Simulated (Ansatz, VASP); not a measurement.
## AlN in VASP and in Ansatz

The input INCAR:

```
  PREC = Accurate
  ENCUT = 520
  EDIFF = 1E-6
  ISMEAR = -1
  SIGMA = 0.05
  LREAL = False
  LASPH = True
  NELM = 100
  ALGO = Normal
  ISIF = 2
  LWAVE = False
  LCHARG = False
  GGA = CA
  NBANDS = 16
```

The input KPOINTS:

```
regular mesh
0
Gamma
  9 9 7
```

File POSCAR:

```
AlN
1.0
    3.3557012103      0.0000000000      0.0000000000
   -1.6778506052      2.9061224957      0.0000000000
    0.0000000000      0.0000000000      4.2426688325
Al N
2 2
Direct
    0.6666666667      0.3333333333      0.2500000000
    0.3333333333      0.6666666667      0.7500000000
    0.6666666667      0.3333333333      0.7500000000
    0.3333333333      0.6666666667      0.2500000000
```

input.yaml

```yaml
crystal:
  lattice:
    - [3.3557012103, 0.0, 0.0]
    - [-1.6778506052, 2.9061224957, 0.0]
    - [0.0, 0.0, 4.2426688325]
  atoms:
    - { symbol: Al, position: [0.6666666667, 0.3333333333, 0.25] }
    - { symbol: Al, position: [0.3333333333, 0.6666666667, 0.75] }
    - { symbol: "N", position: [0.6666666667, 0.3333333333, 0.75] }
    - { symbol: "N", position: [0.3333333333, 0.6666666667, 0.25] }
kpoints:
  mp_grid: { grid: [9, 9, 7] }
scf:
  occupations: { method: fermi_dirac, width: 0.05 }
hamiltonian:
  xc: lda
  pseudopotentials: { kind: all_electron, lapw: { basis_error: 0.002 } }
output:
  forces: true
  stress: true
  eigenvalues: true
```

Change from the starting cell: volume scaled by 1.04.

Alike in both runs: task single point; functional LDA; k mesh 9 × 9 × 7; occupations fermi-dirac, width 0.05 eV; no spin polarisation.

```csv
,VASP,Ansatz
version,VASP 6.6.1,Ansatz 0.2.0
potentials or method,"VASP PAW LDA potentials, release 64 (Al, N), cutoff 520 eV","all-electron LAPW, scalar-relativistic"
```

|  | VASP | Ansatz | Ansatz less VASP |
| --- | --- | --- | --- |
| gap on the k mesh at the Fermi level (eV) | 2.99 | 2.99 | -0.004 |
| least direct gap on the mesh (eV) | 2.99 | 2.99 | -0.004 |
| pressure (GPa) | -15.3 | -15.5 | -0.29 |
| traceless stress, the component that is largest in VASP (GPa) | 0.73 | 0.89 | +0.166 |

LDA's correlation is that of Perdew and Zunger in VASP and of Perdew and Wang (1992) in Ansatz. Ansatz ran all-electron here, and VASP with PAW potentials.
